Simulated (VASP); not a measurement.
Here is a VASP 6.6.1 calculation.

Contents of INCAR:

```
SYSTEM = Cd3HgSe4
ALGO = Normal
EDIFF = 1E-6
ENCUT = 520
GGA = PE
ISIF = 2
ISMEAR = 0
LASPH = .True.
LCHARG = .False.
LREAL = .False.
LWAVE = .False.
NBANDS = 46
NELM = 60
PREC = Accurate
SIGMA = 0.01
```

The input KPOINTS:

```
k-points
0
Gamma
  6 6 6
  0 0 0
```

Contents of POSCAR:

```
Cd3HgSe4
1.0
    6.2119694000      0.0000000000      0.0000000000
    0.0000000000      6.2119694000      0.0000000000
    0.0000000000      0.0000000000      6.2119694000
Cd Hg Se
3 1 4
Direct
    0.5000000000      0.0000000000      0.0000000000
    0.0000000000      0.0000000000      0.5000000000
    0.0000000000      0.5000000000      0.0000000000
    0.5000000000      0.5000000000      0.5000000000
    0.7518100000      0.2481900000      0.7518100000
    0.7518100000      0.7518100000      0.2481900000
    0.2481900000      0.2481900000      0.2481900000
    0.2481900000      0.7518100000      0.7518100000
```

Potentials or basis: VASP PAW PBE potentials, release 64 (Cd, Hg, Se).

Launch:

```console
$ cat potpaw_PBE.64/Cd/POTCAR potpaw_PBE.64/Hg/POTCAR potpaw_PBE.64/Se/POTCAR > POTCAR
$ mpirun -np 1 vasp_std > vasp.out
```

Q: What does it give for the band gap on the k mesh?

A: 0.09 eV, direct.

Q: What does it give for the pressure?

A: 0.2 GPa.

Forces on the atoms (eV/Å):
```
Cd   0.000  0.000  0.000
Cd   0.000  0.000  0.000
Cd   0.000  0.000  0.000
Hg   0.000  0.000  0.000
Se  -0.001  0.001 -0.001
Se  -0.001 -0.001  0.001
Se   0.001  0.001  0.001
Se   0.001 -0.001 -0.001
```

Caveat: spin-orbit coupling is left out, which moves the levels of the heavy elements.
